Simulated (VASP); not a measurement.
# Hf (I4/mmm) in VASP: notebook

Hf is run at these levels: PBE; tasks: single point.

Everything below comes from runs of VASP 6.6.1. Logs are shortened: lines on timing, memory, paths and dates and some standing lists are left out, and cuts for length are marked.

## (1) The cell of the first run

It takes space group I4/mmm (No. 139, tetragonal). Conventional cell: a = 3.502 Å, b = 3.502 Å, c = 3.610 Å, α = 90.00°, β = 90.00°, γ = 90.00°. Within 4.0 Å of Hf (site symmetry 4/mmm) lie 14 Hf at 3.06 to 3.61 Å.

## (2) Single point, PBE (strain -0.030 along x and y, +0.000 along z)

INCAR reads:

```
SYSTEM = Hf
  PREC = Accurate
  ENCUT = 520
  EDIFF = 1E-6
  ISMEAR = 0
  SIGMA = 0.15
  LREAL = .FALSE.
  LASPH = .TRUE.
  NELM = 80
  ALGO = Normal
  ISIF = 2
  LWAVE = .FALSE.
  LCHARG = .FALSE.
  GGA = PE
  NBANDS = 11
```

KPOINTS reads:

```
Automatic mesh
0
G
  18 18 18
  0 0 0
```

POSCAR reads:

```
Hf
1.0
   -1.7508500000      1.7508500000      1.8050000000
    1.7508500000     -1.7508500000      1.8050000000
    1.7508500000      1.7508500000     -1.8050000000
Hf
1
Direct
    0.0000000000      0.0000000000      0.0000000000
```

Potentials or basis: VASP PAW PBE potentials, release 64 (Hf_pv).

Command:

```bash
$ cat potpaw_PBE.64/Hf_pv/POTCAR > POTCAR
$ mpirun -np 1 vasp_std > vasp.out
```

OUTCAR:

```text
SYSTEM = Hf
   PREC = Accurate
   ENCUT = 520
   EDIFF = 1E-6
   ISMEAR = 0
   LREAL = .FALSE.
   LASPH = .TRUE.
   NELM = 80
   ISIF = 2
   GGA = PE

 ion  position               nearest neighbor table
   1  0.000  0.000  0.000-

  LATTYP: Found a body centered tetragonal cell.
 ALAT       =     3.5017000000
 C/A-ratio  =     1.0309278351

  Lattice vectors:

 A1 = (  -1.7508500000,   1.7508500000,   1.8050000000)
 A2 = (   1.7508500000,  -1.7508500000,   1.8050000000)
 A3 = (   1.7508500000,   1.7508500000,  -1.8050000000)

Analysis of symmetry for initial positions (statically):
=====================================================================
 Subroutine PRICEL returns:
 Original cell was already a primitive cell.

 Routine SETGRP: Setting up the symmetry group for a
 body centered tetragonal supercell.

 Subroutine GETGRP returns: Found 16 space group operations
 (whereof 16 operations were pure point group operations)
 out of a pool of 16 trial point group operations.

The static configuration has the point symmetry D_4h.

Analysis of symmetry for dynamics (positions and initial velocities):
=====================================================================
 Subroutine PRICEL returns:
 Original cell was already a primitive cell.

 Routine SETGRP: Setting up the symmetry group for a
 body centered tetragonal supercell.

 Subroutine GETGRP returns: Found 16 space group operations
 (whereof 16 operations were pure point group operations)
 out of a pool of 16 trial point group operations.

The dynamic configuration has the point symmetry D_4h.

 Subroutine INISYM returns: Found 16 space group operations
 (whereof 16 operations are pure point group operations),
 and found     1 'primitive' translations

----------------------------------------------------------------------------------------

                                     Primitive cell

  volume of cell :      22.1327

  direct lattice vectors                    reciprocal lattice vectors
    -1.750850000  1.750850000  1.805000000     0.000000000  0.285575578  0.277008310
     1.750850000 -1.750850000  1.805000000     0.285575578  0.000000000  0.277008310
     1.750850000  1.750850000 -1.805000000     0.285575578  0.285575578  0.000000000

  length of vectors
     3.064143672  3.064143672  3.064143672     0.397853006  0.397853006  0.403864855

  position of ions in fractional coordinates (direct lattice)
     0.000000000  0.000000000  0.000000000

  ion indices of the primitive-cell ions
   primitive index   ion index
                 1           1

----------------------------------------------------------------------------------------

 KPOINTS: Automatic mesh

Automatic generation of k-mesh.
 Grid dimensions read from file:
 generate k-points for:   18   18   18

 Generating k-lattice:

  Cartesian coordinates                     Fractional coordinates (reciprocal lattice)
     0.000000000  0.015865310  0.015389351     0.055555556  0.000000000  0.000000000
     0.015865310  0.000000000  0.015389351     0.000000000  0.055555556  0.000000000
     0.015865310  0.015865310  0.000000000     0.000000000  0.000000000  0.055555556

  Length of vectors
     0.022102945  0.022102945  0.022436936

  Shift w.r.t. Gamma in fractional coordinates (k-lattice)
     0.000000000  0.000000000  0.000000000

 Subroutine IBZKPT returns following result:
 ===========================================

 Found    480 irreducible k-points:

 Following reciprocal coordinates:
            Coordinates               Weight
  0.000000  0.000000  0.000000      1.000000
  0.055556 -0.000000  0.000000      8.000000
  0.111111 -0.000000  0.000000      8.000000
  0.166667  0.000000  0.000000      8.000000
  0.222222  0.000000  0.000000      8.000000
  0.277778  0.000000 -0.000000      8.000000
[... 16 lines left out ...]
 -0.277778  0.055556  0.000000     16.000000
 -0.222222  0.055556 -0.000000     16.000000
 [... further k-points ...]
   k-points           NKPTS =    480   k-points in BZ     NKDIM =    480   number of bands    NBANDS=     11
   number of dos      NEDOS =    301   number of ions     NIONS =      1
   total plane-waves  NPLWV =  13824
   dimension x,y,z NGX =    24 NGY =   24 NGZ =   24
   dimension x,y,z NGXF=    48 NGYF=   48 NGZF=   48
   ions per type =               1
   NGX,Y,Z   is equivalent  to a cutoff of  13.02, 13.02, 13.02 a.u.
   NGXF,Y,Z  is equivalent  to a cutoff of  26.04, 26.04, 26.04 a.u.
 SYSTEM =  Hf
   PREC   = accura    normal or accurate (medium, high low for compatibility)
   ISTART =      0    job   : 0-new  1-cont  2-samecut
   ICHARG =      2    charge: 1-file 2-atom 10-const
   ISPIN  =      1    spin polarized calculation?
   LNONCOLLINEAR =      F non collinear calculations
   LSORBIT =      F    spin-orbit coupling
   LASPH  =      T    aspherical Exc in radial PAW
   ENCUT  =  520.0 eV  38.22 Ry    6.18 a.u.   5.70  5.70  5.70*2*pi/ulx,y,z
   NELM   =     80;   NELMIN=  2; NELMDL= -5     # of ELM steps
   EDIFF  = 0.1E-05   stopping-criterion for ELM
   LREAL  =      F    real-space projection
[... 7 lines left out ...]
   TEBEG  =    0.0;   TEEND  =   0.0 temperature during run
   PSTRESS=    0.0 pullay stress
   NELECT =      10.0000    total number of electrons
   NUPDOWN=      -1.0000    fix difference up-down
   EMIN   =  10.00;   EMAX   =-10.00  energy-range for DOS
   EFERMI =   0.00;   METHOD = LEGACY
   ISMEAR =     0;   SIGMA  =   0.15  broadening in eV -4-tet -1-fermi 0-gaus
   EFERMI_NEDOS =   21; number of points for ismear=-14 and -15
   IALGO  =     38    algorithm
   IMIX   =      4    mixing-type and parameters
     AMIX     =   0.40;   BMIX     =  1.00
     AMIX_MAG =   1.60;   BMIX_MAG =  1.00
  volume/ion in A,a.u.               =      22.13       149.36
  Fermi-wavevector in a.u.,A,eV,Ry     =   1.256213  2.373898 21.470946  1.578070
  Thomas-Fermi vector in A             =   2.389932
   LORBIT       =      0    0 simple, 1 ext, 2 COOP (PROOUT), +10 PAW based schemes
   GGA     = PE    functional components
   LHFCALC =     F    Hartree Fock is set to
   AEXX    =    0.0000 exact exchange contribution
   IVDW    =     0    specifies the selected vdW correction
   LEPSILON=     F    determine dielectric tensor
   LRPA    =     F    only Hartree local field effects (RPA)
 non-spin polarized calculation
 Gauss-broadening in eV      SIGMA  =   0.15
  energy-cutoff  :      520.00
  volume of cell :       22.13
 maximum number of plane-waves:       611
   NGX = 11   NGY = 11   NGZ = 11

 number of electron      10.0000001 magnetization

 Free energy of the ion-electron system (eV)
  ---------------------------------------------------
  ext. energy  EPLUGINS =         0.00000000
  ---------------------------------------------------
  free energy    TOTEN  =        -9.75543660 eV

  energy without entropy =       -9.73396336  energy(sigma->0) =       -9.74469998

 E-fermi :   4.6465     XC(G=0): -11.3320

 val. band max:        4.6418011349   @ k =  -0.3333   0.1667   0.0556
 cond. band min:       4.6497257655   @ k =  -0.1111  -0.3889   0.1111
 fundamental gap:      0.0079246306
 Fermi energy:         4.6465148008

 k-point     1 :       0.0000    0.0000    0.0000
  band No.  band energies     occupation
      1     -25.1440      2.00000
      2     -25.1428      2.00000
      3     -25.1428      2.00000
      4      -2.4232      2.00000
      5       6.0833      0.00000
      6       6.0833      0.00000
      7       6.4179      0.00000
      8       8.7574      0.00000
      9       9.2218      0.00000
     10      17.6731      0.00000
     11      18.1541      0.00000

 k-point     2 :       0.0556   -0.0000    0.0000
  band No.  band energies     occupation
      1     -25.1709      2.00000
      2     -25.1511      2.00000
      3     -25.1434      2.00000
      4      -2.3083      2.00000
      5       6.0563      0.00000
      6       6.0794      0.00000
      7       6.4545      0.00000
      8       8.6543      0.00000
      9       9.1821      0.00000
     10      17.8834      0.00000
     11      17.9549      0.00000

 k-point     3 :       0.1111   -0.0000    0.0000
  band No.  band energies     occupation
      1     -25.2495      2.00000
      2     -25.1748      2.00000
      3     -25.1433      2.00000
      4      -1.9731      2.00000
      5       5.9241      0.00000
      6       5.9428      0.00000
      7       6.7251      0.00000
      8       8.4164      0.00000
      9       9.1283      0.00000
     10      17.9535      0.00000
     11      18.2700      0.00000

 k-point     4 :       0.1667    0.0000    0.0000
  band No.  band energies     occupation
      1     -25.3677      2.00000
      2     -25.2110      2.00000
      3     -25.1432      2.00000
      4      -1.4475      2.00000
      5       5.6309      0.00000
      6       5.6875      0.00000
      7       7.2561      0.00000
      8       8.2533      0.00000
      9       9.1111      0.00000
     10      17.9519      0.00000
     11      18.5387      0.00000

 k-point     5 :       0.2222    0.0000    0.0000
  band No.  band energies     occupation
      1     -25.5095      2.00000
      2     -25.2550      2.00000
      3     -25.1431      2.00000
      4      -0.7857      2.00000
      5       5.2897      0.00000
      6       5.3295      0.00000
      7       7.9964      0.00000
      8       8.2801      0.00000
      9       9.1460      0.00000
     10      17.9474      0.00000
     11      18.3229      0.00000
[... 211 lines left out ...]
 k-point    21 :      -0.3889    0.0556    0.0000
  band No.  band energies     occupation
      1     -25.8481      2.00000
      2     -25.3681      2.00000
      3     -25.1546      2.00000
      4       0.8887      2.00000
      5       4.5375      1.69591
      6       4.9193      0.01013
      7       8.5635      0.00000
      8       9.6461      0.00000
      9      10.5717      0.00000
     10      16.3529      0.00000
     11      16.5402      0.00000

 k-point    22 :      -0.3333    0.0556    0.0000
  band No.  band energies     occupation
      1     -25.7301      2.00000
      2     -25.3262      2.00000
      3     -25.1548      2.00000
      4       0.3479      2.00000
      5       4.7882      0.18155
      6       4.8753      0.03099
      7       8.3997      0.00000
      8       9.4513      0.00000
      9       9.5331      0.00000
     10      17.3235      0.00000
     11      17.6878      0.00000

 k-point    23 :      -0.2778    0.0556    0.0000
  band No.  band energies     occupation
      1     -25.5925      2.00000
      2     -25.2783      2.00000
      3     -25.1548      2.00000
      4      -0.3415      2.00000
      5       5.0864      0.00003
      6       5.1056      0.00002
      7       8.2449      0.00000
      8       8.5194      0.00000
      9       9.3153      0.00000
     10      17.9420      0.00000
     11      18.2000      0.00000

 k-point    24 :      -0.2222    0.0556   -0.0000
  band No.  band energies     occupation
      1     -25.4512      2.00000
      2     -25.2303      2.00000
      3     -25.1545      2.00000
      4      -1.0403      2.00000
      5       5.4029      0.00000
      6       5.4762      0.00000
      7       7.6781      0.00000
      8       8.1984      0.00000
      9       9.1805      0.00000
     10      17.9505      0.00000
     11      18.6904      0.00000

 [... further k-points ...]
[... 5 lines left out ...]
  --------------------------------------------------------------------------------------
  -------------------------------------------------------------------------------------
  Total        0.0046211      0.0046211      0.1720554      0.0000000      0.0000000     -0.0000000
  in kB        0.3345198      0.3345198     12.4550018      0.0000000      0.0000000     -0.0000000
  external PRESSURE =       4.3746804 kB  Pullay stress =       0.0000000 kB

 VOLUME and BASIS-vectors are now :
 -----------------------------------------------------------------------------
  energy-cutoff  :      520.00
  volume of cell :       22.13
      direct lattice vectors                 reciprocal lattice vectors
    -1.750850000  1.750850000  1.805000000     0.000000000  0.285575578  0.277008310
     1.750850000 -1.750850000  1.805000000     0.285575578  0.000000000  0.277008310
     1.750850000  1.750850000 -1.805000000     0.285575578  0.285575578  0.000000000

 POSITION                                       TOTAL-FORCE (eV/Angst)
 -----------------------------------------------------------------------------------
      0.00000      0.00000      0.00000         0.000000     -0.000000      0.000000
 -----------------------------------------------------------------------------------
    total drift:                               -0.000000      0.000000      0.000000

  FREE ENERGIE OF THE ION-ELECTRON SYSTEM (eV)
  ---------------------------------------------------
  free  energy   TOTEN  =        -9.7554365977 eV

  energy  without entropy=       -9.7339633628  energy(sigma->0) =       -9.74469998
```

Wall time 25 s (1 thread of Intel Xeon 6975P-C (Granite Rapids), shared host); peak memory 0.23 GiB.

What came out:

```
Free energy            : -9.7554 eV
Pressure               : 0.4 GPa
Band gap on the k mesh : zero (bands 5 and 6 overlap by 2.16 eV)
```

Caveat: the cell differs from its parent crystal (strain -0.030 along x and y, +0.000 along z); spin-orbit coupling is left out, which moves the levels of the heavy elements.

## (3) Single point, PBE (strain +0.000 along x and y, -0.030 along z)

INCAR reads:

```
  PREC = Accurate
  ENCUT = 520
  EDIFF = 1E-6
  ISMEAR = 0
  SIGMA = 0.15
  LREAL = F
  LASPH = T
  NELM = 60
  ALGO = Normal
  ISIF = 2
  LWAVE = F
  LCHARG = T
  GGA = PE
  LELF = T
  LVHAR = T
  NBANDS = 11
```

KPOINTS reads:

```
regular mesh
0
Gamma
  18 18 18
```

POSCAR reads:

```
Hf
1.0
   -1.8050000000      1.8050000000      1.7508500000
    1.8050000000     -1.8050000000      1.7508500000
    1.8050000000      1.8050000000     -1.7508500000
Hf
1
Direct
    0.0000000000      0.0000000000      0.0000000000
```

Potentials or basis: VASP PAW PBE potentials, release 64 (Hf_pv).

Command:

```bash
$ cat potpaw_PBE.64/Hf_pv/POTCAR > POTCAR
$ mpirun -np 1 vasp_std > vasp.out
```

Wall time 27 s (1 thread of Intel Xeon 6975P-C (Granite Rapids), shared host); peak memory 0.23 GiB.

It converged, with:

```yaml
Free_energy: -9.7511 eV
Pressure: -2.5 GPa
Band_gap_on_the_k_mesh: zero (bands 5 and 6 overlap by 2.06 eV)
```

Stress tensor (GPa, compression positive):
```
-2.01  0.00  0.00
 0.00 -2.01  0.00
 0.00  0.00 -3.54
```

Levels at points of the mesh, in eV from the Fermi level:
```tsv
k point	band 3	band 4	band 5	band 6	band 7	band 8
(0.00, 0.00, 0.00)	-29.91	-6.98	1.29	1.63	1.63	3.99
(0.50, 0.00, 0.00)	-29.93	-3.30	-0.57	1.05	4.14	5.17
(0.50, 0.50, 0.00)	-29.91	-3.35	-0.23	0.87	3.76	4.89
(0.50, 0.50, 0.50)	-30.42	-2.53	-2.45	6.60	6.60	6.70
```

Caveat: the cell differs from its parent crystal (strain +0.000 along x and y, -0.030 along z); spin-orbit coupling is left out, which moves the levels of the heavy elements.

(Continued in part 2 of 2.)
